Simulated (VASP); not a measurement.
Set up this calculation in VASP 6.6.1, as the native input.

```
Task                   : relaxation of shape and atoms at fixed volume
Functional             : PBE
Potentials or basis    : VASP PAW PBE potentials, release 64 (Tl_d)
Cutoff                 : 600 eV
k mesh                 : 14 × 14 × 8
Occupations            : fermi-dirac, width 0.1 eV
Spin                   : no spin polarisation
Dipole correction      : no
Further INCAR settings : ALGO = Normal; EDIFF = 1e-06; IBRION = 2; EDIFFG = -0.005; NSW = 50; ISIF = 4
```

The structure of Tl lies in POSCAR:

```
Tl
1.0
    2.8492837211      0.0000000000      0.0000000000
   -1.4246418606      2.4675520851      0.0000000000
    0.0000000000      0.0000000000      4.4774778346
Tl
2
Direct
    0.3333333333      0.6666666667      0.2500000000
    0.6666666667      0.3333333333      0.7500000000
```

The input as run:

INCAR

```
ALGO = Normal ; EDIFF = 1E-6
EDIFFG = -0.005 ; ENCUT = 600
GGA = PE ; IBRION = 2
ISIF = 4 ; ISMEAR = -1
LASPH = True ; LCHARG = False
LREAL = False ; LWAVE = False
NELM = 80 ; NSW = 50
PREC = Accurate ; SIGMA = 0.1
```

KPOINTS

```
k-points
0
Gamma
  14 14 8
```

Potentials or basis: VASP PAW PBE potentials, release 64 (Tl_d).

Run with:

```sh
$ cat potpaw_PBE.64/Tl_d/POTCAR > POTCAR
$ mpirun -np 1 vasp_std > vasp.out
```

Results of the run:

```yaml
Energy_gained_by_relaxing: 13.6 meV/atom
Ionic_steps: 3
Pressure_after_relaxing: 121.4 GPa
Band_gap_on_the_k_mesh: zero (bands 13 and 14 overlap by 9.12 eV)
```

Caveat: spin-orbit coupling is left out, which moves the levels of the heavy elements.

Wall time 2.2 min on 1 thread of Intel Xeon 8259CL, with other jobs on the host, peak memory 0.2 GiB.
